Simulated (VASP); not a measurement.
# Re (Fm-3m) in VASP: a series of runs

The runs below take Re through single point, with PBE.

Everything below comes from runs of VASP 6.6.1. Logs are shortened: lines on timing, memory, paths and dates and some standing lists are left out, and cuts for length are marked.

## 1. The cell of the first run

The structure is cubic, space group Fm-3m (No. 225). Conventional cell: a = 4.015 Å, b = 4.015 Å, c = 4.015 Å, α = 90.00°, β = 90.00°, γ = 90.00°. Re (site symmetry m-3m) has 12 Re at 2.84 Å within 3.7 Å.

## 2. Single point, PBE

INCAR

```
PREC = Accurate ; ENCUT = 520
EDIFF = 1E-6 ; ISMEAR = -1
SIGMA = 0.1 ; LREAL = False
LASPH = True ; NELM = 100
ALGO = Normal ; ISIF = 2
LWAVE = False ; LCHARG = True
GGA = PE ; LELF = True
LVHAR = True ; NBANDS = 10
```

KPOINTS

```
regular mesh
0
Gamma
  10 10 10
```

POSCAR

```
Re
1.0
    0.0000000000      2.0073828047      2.0073828047
    2.0073828047      0.0000000000      2.0073828047
    2.0073828047      2.0073828047      0.0000000000
Re
1
Direct
    0.0000000000      0.0000000000      0.0000000000
```

Potentials or basis: VASP PAW PBE potentials, release 64 (Re).

Launch:

```
$ cat potpaw_PBE.64/Re/POTCAR > POTCAR
$ mpirun -np 1 vasp_std > vasp.out
```

OUTCAR:

```text
PREC = Accurate
   ENCUT = 520
   EDIFF = 1E-6
   ISMEAR = -1
   LREAL = False
   LASPH = True
   NELM = 100
   ISIF = 2
   GGA = PE

 ion  position               nearest neighbor table
   1  0.000  0.000  0.000-

  LATTYP: Found a face centered cubic cell.
 ALAT       =     4.0147656094

  Lattice vectors:

 A1 = (   0.0000000000,   2.0073828047,   2.0073828047)
 A2 = (   2.0073828047,   0.0000000000,   2.0073828047)
 A3 = (   2.0073828047,   2.0073828047,   0.0000000000)

Analysis of symmetry for initial positions (statically):
=====================================================================
 Subroutine PRICEL returns:
 Original cell was already a primitive cell.

 Routine SETGRP: Setting up the symmetry group for a
 face centered cubic supercell.

 Subroutine GETGRP returns: Found 48 space group operations
 (whereof 48 operations were pure point group operations)
 out of a pool of 48 trial point group operations.

The static configuration has the point symmetry O_h .

Analysis of symmetry for dynamics (positions and initial velocities):
=====================================================================
 Subroutine PRICEL returns:
 Original cell was already a primitive cell.

 Routine SETGRP: Setting up the symmetry group for a
 face centered cubic supercell.

 Subroutine GETGRP returns: Found 48 space group operations
 (whereof 48 operations were pure point group operations)
 out of a pool of 48 trial point group operations.

The dynamic configuration has the point symmetry O_h .

 Subroutine INISYM returns: Found 48 space group operations
 (whereof 48 operations are pure point group operations),
 and found     1 'primitive' translations

----------------------------------------------------------------------------------------

                                     Primitive cell

  volume of cell :      16.1778

  direct lattice vectors                    reciprocal lattice vectors
     0.000000000  2.007382805  2.007382805    -0.249080543  0.249080543  0.249080543
     2.007382805  0.000000000  2.007382805     0.249080543 -0.249080543  0.249080543
     2.007382805  2.007382805  0.000000000     0.249080543  0.249080543 -0.249080543

  length of vectors
     2.838867987  2.838867987  2.838867987     0.431420157  0.431420157  0.431420157

  position of ions in fractional coordinates (direct lattice)
     0.000000000  0.000000000  0.000000000

  ion indices of the primitive-cell ions
   primitive index   ion index
                 1           1

----------------------------------------------------------------------------------------

 KPOINTS: regular mesh

Automatic generation of k-mesh.
 Grid dimensions read from file:
 generate k-points for:   10   10   10

 Generating k-lattice:

  Cartesian coordinates                     Fractional coordinates (reciprocal lattice)
    -0.024908054  0.024908054  0.024908054     0.100000000  0.000000000  0.000000000
     0.024908054 -0.024908054  0.024908054     0.000000000  0.100000000  0.000000000
     0.024908054  0.024908054 -0.024908054     0.000000000  0.000000000  0.100000000

  Length of vectors
     0.043142016  0.043142016  0.043142016

  Shift w.r.t. Gamma in fractional coordinates (k-lattice)
     0.000000000  0.000000000  0.000000000

 Subroutine IBZKPT returns following result:
 ===========================================

 Found     47 irreducible k-points:

 Following reciprocal coordinates:
            Coordinates               Weight
  0.000000  0.000000  0.000000      1.000000
  0.100000  0.000000  0.000000      8.000000
  0.200000  0.000000  0.000000      8.000000
  0.300000  0.000000  0.000000      8.000000
  0.400000  0.000000  0.000000      8.000000
  0.500000  0.000000  0.000000      4.000000
[... 16 lines left out ...]
  0.300000  0.300000  0.000000      6.000000
  0.400000  0.300000  0.000000     24.000000
 [... further k-points ...]
   k-points           NKPTS =     47   k-points in BZ     NKDIM =     47   number of bands    NBANDS=     10
   number of dos      NEDOS =    301   number of ions     NIONS =      1
   total plane-waves  NPLWV =  13824
   dimension x,y,z NGX =    24 NGY =   24 NGZ =   24
   dimension x,y,z NGXF=    48 NGYF=   48 NGZF=   48
   ions per type =               1
   NGX,Y,Z   is equivalent  to a cutoff of  14.05, 14.05, 14.05 a.u.
   NGXF,Y,Z  is equivalent  to a cutoff of  28.11, 28.11, 28.11 a.u.
 SYSTEM =  unknown system
   PREC   = accura    normal or accurate (medium, high low for compatibility)
   ISTART =      0    job   : 0-new  1-cont  2-samecut
   ICHARG =      2    charge: 1-file 2-atom 10-const
   ISPIN  =      1    spin polarized calculation?
   LNONCOLLINEAR =      F non collinear calculations
   LSORBIT =      F    spin-orbit coupling
   LASPH  =      T    aspherical Exc in radial PAW
   ENCUT  =  520.0 eV  38.22 Ry    6.18 a.u.   5.28  5.28  5.28*2*pi/ulx,y,z
   NELM   =    100;   NELMIN=  2; NELMDL= -5     # of ELM steps
   EDIFF  = 0.1E-05   stopping-criterion for ELM
   LREAL  =      F    real-space projection
   EDIFFG = 0.1E-04   stopping-criterion for IOM
   NSW    =      0    number of steps for IOM
   IBRION =     -1    ionic relax: 0-MD 1-quasi-New 2-CG
   NFREE  =      0    steps in history (QN), initial steepest desc. (CG)
   ISIF   =      2    stress and relaxation
   ISYM   =      2    0-nonsym 1-usesym 2-fastsym
   POTIM  = 0.5000    time-step for ionic-motion
   TEBEG  =    0.0;   TEEND  =   0.0 temperature during run
   PSTRESS=    0.0 pullay stress
   NELECT =       7.0000    total number of electrons
   NUPDOWN=      -1.0000    fix difference up-down
   EMIN   =  10.00;   EMAX   =-10.00  energy-range for DOS
   EFERMI =   0.00;   METHOD = LEGACY
   ISMEAR =    -1;   SIGMA  =   0.10  broadening in eV -4-tet -1-fermi 0-gaus
   EFERMI_NEDOS =   21; number of points for ismear=-14 and -15
   IALGO  =     38    algorithm
   IMIX   =      4    mixing-type and parameters
     AMIX     =   0.40;   BMIX     =  1.00
     AMIX_MAG =   1.60;   BMIX_MAG =  1.00
  volume/ion in A,a.u.               =      16.18       109.17
  Fermi-wavevector in a.u.,A,eV,Ry     =   1.238228  2.339912 20.860572  1.533209
  Thomas-Fermi vector in A             =   2.372762
   LORBIT       =      0    0 simple, 1 ext, 2 COOP (PROOUT), +10 PAW based schemes
   GGA     = PE    functional components
   LHFCALC =     F    Hartree Fock is set to
   AEXX    =    0.0000 exact exchange contribution
   IVDW    =     0    specifies the selected vdW correction
   LEPSILON=     F    determine dielectric tensor
   LRPA    =     F    only Hartree local field effects (RPA)
 non-spin polarized calculation
  energy-cutoff  :      520.00
  volume of cell :       16.18
 maximum number of plane-waves:       448
 NGX is ok and might be reduce to    24
   NGX = 11   NGY = 11   NGZ = 11

 number of electron       7.0000000 magnetization

 Free energy of the ion-electron system (eV)
  ---------------------------------------------------
  ext. energy  EPLUGINS =         0.00000000
  ---------------------------------------------------
  free energy    TOTEN  =       -12.29228790 eV

  energy without entropy =      -12.26035324  energy(sigma->0) =      -12.27632057

 E-fermi :   7.0224     XC(G=0): -13.2106

 val. band max:        7.0219705448   @ k =   0.3000   0.2000   0.0000
 cond. band min:       7.0629453934   @ k =  -0.3000   0.3000   0.1000
 fundamental gap:      0.0409748486
 Fermi energy:         7.0223508360

 k-point     1 :       0.0000    0.0000    0.0000
  band No.  band energies     occupation
      1      -2.4532      2.00000
      2       5.3415      2.00000
      3       5.3415      2.00000
      4       5.3415      2.00000
      5       8.0984      0.00004
      6       8.0984      0.00004
      7      20.8241      0.00000
      8      25.9486      0.00000
      9      25.9486      0.00000
     10      25.9486      0.00000

 k-point     2 :       0.1000    0.0000    0.0000
  band No.  band energies     occupation
      1      -2.0416      2.00000
      2       5.0856      2.00000
      3       5.5215      2.00000
      4       5.5215      2.00000
      5       7.9725      0.00015
      6       7.9725      0.00015
      7      21.5827      0.00000
      8      24.1867      0.00000
      9      26.6792      0.00000
     10      26.6792      0.00000

 k-point     3 :       0.2000    0.0000    0.0000
  band No.  band energies     occupation
      1      -0.9528      2.00000
      2       4.6349      2.00000
      3       5.7872      1.99999
      4       5.7872      1.99999
      5       7.9690      0.00015
      6       7.9690      0.00015
      7      21.5906      0.00000
      8      23.4048      0.00000
      9      28.6526      0.00000
     10      28.6526      0.00000

 k-point     4 :       0.3000    0.0000    0.0000
  band No.  band energies     occupation
      1       0.2351      2.00000
      2       4.7734      2.00000
      3       5.6258      2.00000
      4       5.6258      2.00000
      5       8.7164      0.00000
      6       8.7164      0.00000
      7      19.3883      0.00000
      8      23.0133      0.00000
      9      29.8373      0.00000
     10      29.8797      0.00000
[... 222 lines left out ...]
 k-point    22 :      -0.2000    0.2000    0.0000
  band No.  band energies     occupation
      1       1.0945      2.00000
      2       3.9797      2.00000
      3       5.1214      2.00000
      4       6.6865      1.93278
      5       7.0757      0.73947
      6      10.4712      0.00000
      7      20.5746      0.00000
      8      24.0838      0.00000
      9      24.9932      0.00000
     10      26.9520      0.00000

 k-point    23 :       0.3000    0.3000    0.0000
  band No.  band energies     occupation
      1       1.0245      2.00000
      2       2.7724      2.00000
      3       5.9505      1.99996
      4       8.1477      0.00003
      5       8.1477      0.00003
      6       9.4214      0.00000
      7      23.2750      0.00000
      8      23.2750      0.00000
      9      24.6124      0.00000
     10      26.8467      0.00000

 k-point    24 :       0.4000    0.3000    0.0000
  band No.  band energies     occupation
      1       1.4533      2.00000
      2       2.5267      2.00000
      3       6.0160      1.99991
      4       8.3713      0.00000
      5       9.8050      0.00000
      6      10.1550      0.00000
      7      19.9584      0.00000
      8      21.9822      0.00000
      9      23.3089      0.00000
     10      27.3874      0.00000

 [... further k-points ...]

------------------------ aborting loop because EDIFF is reached ----------------------------------------

  FORCE on cell =-STRESS in cart. coord.  units (eV):
  Direction    XX          YY          ZZ          XY          YZ          ZX
  --------------------------------------------------------------------------------------
  -------------------------------------------------------------------------------------
  Total       -2.4184976     -2.4184976     -2.4184976     -0.0000000     -0.0000000      0.0000000
  in kB     -239.5166190   -239.5166190   -239.5166190     -0.0000000     -0.0000000      0.0000000
  external PRESSURE =    -239.5166190 kB  Pullay stress =       0.0000000 kB

 VOLUME and BASIS-vectors are now :
 -----------------------------------------------------------------------------
  energy-cutoff  :      520.00
  volume of cell :       16.18
      direct lattice vectors                 reciprocal lattice vectors
     0.000000000  2.007382805  2.007382805    -0.249080543  0.249080543  0.249080543
     2.007382805  0.000000000  2.007382805     0.249080543 -0.249080543  0.249080543
     2.007382805  2.007382805  0.000000000     0.249080543  0.249080543 -0.249080543

 POSITION                                       TOTAL-FORCE (eV/Angst)
 -----------------------------------------------------------------------------------
      0.00000      0.00000      0.00000         0.000000      0.000000      0.000000
 -----------------------------------------------------------------------------------
    total drift:                               -0.000000      0.000000      0.000000

  FREE ENERGIE OF THE ION-ELECTRON SYSTEM (eV)
  ---------------------------------------------------
  free  energy   TOTEN  =       -12.2922879025 eV

  energy  without entropy=      -12.2603532432  energy(sigma->0) =      -12.27632057
```

Wall time 10 s (1 thread of Intel Xeon Platinum 8259CL at 2.50GHz (Skylake/Cascade Lake), shared host); peak memory 0.14 GiB.

What came out:

```
Free energy : -12.2923 eV
Pressure    : -24.0 GPa
```

Caveat: spin-orbit coupling is left out, which moves the levels of the heavy elements.

## 3. Single point, PBE

This run uses another cell than the first one, of 16.56 Å³/atom, 1.024 times its volume.

INCAR

```
  PREC = Accurate
  ENCUT = 520
  EDIFF = 1E-7
  ISMEAR = -1
  SIGMA = 0.1
  LREAL = F
  LASPH = T
  NELM = 60
  ALGO = Normal
  ISIF = 2
  LWAVE = F
  LCHARG = F
  GGA = PE
  NBANDS = 10
```

KPOINTS is that of step 2.

POSCAR

```
Re
1.0
    0.0000000000      2.0231896193      2.0231896193
    2.0231896193      0.0000000000      2.0231896193
    2.0231896193      2.0231896193      0.0000000000
Re
1
Direct
    0.0000000000      0.0000000000      0.0000000000
```

Potentials or basis: VASP PAW PBE potentials, release 64 (Re).

Launch:

```
$ cat potpaw_PBE.64/Re/POTCAR > POTCAR
$ mpirun -np 1 vasp_std > vasp.out
```

OUTCAR:

```text
PREC = Accurate
   ENCUT = 520
   EDIFF = 1E-7
   ISMEAR = -1
   LREAL = F
   LASPH = T
   NELM = 60
   ISIF = 2
   GGA = PE

 ion  position               nearest neighbor table
   1  0.000  0.000  0.000-

  LATTYP: Found a face centered cubic cell.
 ALAT       =     4.0463792386

  Lattice vectors:

 A1 = (   0.0000000000,   2.0231896193,   2.0231896193)
 A2 = (   2.0231896193,   0.0000000000,   2.0231896193)
 A3 = (   2.0231896193,   2.0231896193,   0.0000000000)

[... 489 lines left out ...]
     10      26.7551      0.00000

 [... further k-points ...]

------------------------ aborting loop because EDIFF is reached ----------------------------------------

  FORCE on cell =-STRESS in cart. coord.  units (eV):
  Direction    XX          YY          ZZ          XY          YZ          ZX
  --------------------------------------------------------------------------------------
  -------------------------------------------------------------------------------------
  Total       -3.0589215     -3.0589215     -3.0589215      0.0000000      0.0000000      0.0000000
  in kB     -295.8960437   -295.8960437   -295.8960437      0.0000000      0.0000000      0.0000000
  external PRESSURE =    -295.8960437 kB  Pullay stress =       0.0000000 kB

 VOLUME and BASIS-vectors are now :
 -----------------------------------------------------------------------------
  energy-cutoff  :      520.00
  volume of cell :       16.56
      direct lattice vectors                 reciprocal lattice vectors
     0.000000000  2.023189619  2.023189619    -0.247134522  0.247134522  0.247134522
     2.023189619  0.000000000  2.023189619     0.247134522 -0.247134522  0.247134522
     2.023189619  2.023189619  0.000000000     0.247134522  0.247134522 -0.247134522

 POSITION                                       TOTAL-FORCE (eV/Angst)
 -----------------------------------------------------------------------------------
      0.00000      0.00000      0.00000         0.000000      0.000000      0.000000
 -----------------------------------------------------------------------------------
    total drift:                               -0.000000      0.000000      0.000000

  FREE ENERGIE OF THE ION-ELECTRON SYSTEM (eV)
  ---------------------------------------------------
  free  energy   TOTEN  =       -12.2280770001 eV

  energy  without entropy=      -12.1953537548  energy(sigma->0) =      -12.21171538
```

stdout:

```text
POSCAR found type information on POSCAR Re
 POSCAR found :  1 types and       1 ions
 scaLAPACK will be used
 LDA part: xc-table for (Slater+PW92), standard interpolation
 POSCAR, INCAR and KPOINTS ok, starting setup
 FFT: planning ... GRIDC
 FFT: planning ... GRID_SOFT
 FFT: planning ... GRID
 WAVECAR not read
 entering main loop
```

Wall time 11 s (1 thread of Intel Xeon Platinum 8259CL at 2.50GHz (Skylake/Cascade Lake), shared host); peak memory 0.14 GiB.

What came out:

```
Free energy : -12.2281 eV
Pressure    : -29.6 GPa
```

Levels at points of the mesh, in eV from the Fermi level:
| k point | band 1 | band 2 | band 3 | band 4 | band 5 | band 6 | band 7 | band 8 | band 9 |
| --- | --- | --- | --- | --- | --- | --- | --- | --- | --- |
| (0.00, 0.00, 0.00) | -9.31 | -1.63 | -1.63 | -1.63 | 1.03 | 1.03 | 13.77 | 18.77 | 18.77 |
| (0.50, 0.00, 0.00) | -6.06 | -1.79 | -1.79 | 0.07 | 3.15 | 3.15 | 8.34 | 13.25 | 18.76 |
| (0.50, 0.50, 0.00) | -5.85 | -5.07 | 2.36 | 3.10 | 3.76 | 3.76 | 11.00 | 11.35 | 11.35 |

Caveat: spin-orbit coupling is left out, which moves the levels of the heavy elements.

## 4. Single point, PBE

This run uses another cell than the first one, of 16.95 Å³/atom, 1.048 times its volume.

INCAR

```
ALGO     = Normal         # electronic algorithm
EDIFF    = 1E-7           # SCF threshold, eV
ENCUT    = 520            # plane-wave cutoff, eV
GGA      = PE             # functional
ISIF     = 2              # what is computed and relaxed
ISMEAR   = -1             # smearing method
LASPH    = T              # aspherical terms in the spheres
LCHARG   = F              # write CHGCAR
LREAL    = F              # projectors in reciprocal space
LWAVE    = F              # write WAVECAR
NBANDS   = 10             # bands
NELM     = 60             # most SCF steps
PREC     = Accurate       # precision mode
SIGMA    = 0.1            # smearing width, eV
```

KPOINTS

```
k-points
0
Gamma
  10 10 10
```

POSCAR

```
Re
1.0
    0.0000000000      2.0387532280      2.0387532280
    2.0387532280      0.0000000000      2.0387532280
    2.0387532280      2.0387532280      0.0000000000
Re
1
Direct
    0.0000000000      0.0000000000      0.0000000000
```

Launch:

```
$ cat potpaw_PBE.64/Re/POTCAR > POTCAR
$ mpirun -np 1 vasp_std > vasp.out
```

Wall time 11 s (1 thread of Intel Xeon Platinum 8259CL at 2.50GHz (Skylake/Cascade Lake), shared host); peak memory 0.14 GiB.

The run converged. Its results:

| Quantity | Value |
| --- | --- |
| Free energy | -12.1513 eV |
| Pressure | -34.4 GPa |

Levels at points of the mesh, in eV from the Fermi level:
```csv
k point,band 1,band 2,band 3,band 4,band 5,band 6,band 7,band 8
"(0.00, 0.00, 0.00)",-9.15,-1.57,-1.57,-1.57,0.99,0.99,13.74,18.62
"(0.50, 0.00, 0.00)",-5.91,-1.72,-1.72,0.06,3.04,3.04,8.05,13.22
"(0.50, 0.50, 0.00)",-5.67,-4.91,2.29,2.98,3.62,3.62,10.63,11.19
```

Caveat: spin-orbit coupling is left out, which moves the levels of the heavy elements.

## 5. The runs side by side

```csv
cell,gap on the mesh (eV),pressure (GPa)
"a = 2.839 Å, angles 60.0°, 1 atom",none,-24.0
"a = 2.861 Å, angles 60.0°, 1 atom",none,-29.6
"a = 2.883 Å, angles 60.0°, 1 atom",none,-34.4
```

Alike in all rows: task single point; level PBE; potentials or basis VASP PAW PBE potentials, release 64 (Re); no spin polarisation; k mesh 10 × 10 × 10; cutoff (eV) 520; smearing fermi-dirac 0.1 eV.

Caveats: spin-orbit coupling is left out, which moves the levels of the heavy elements.

Total energies depend on the potentials used, so only differences within one code and one set of settings carry meaning.
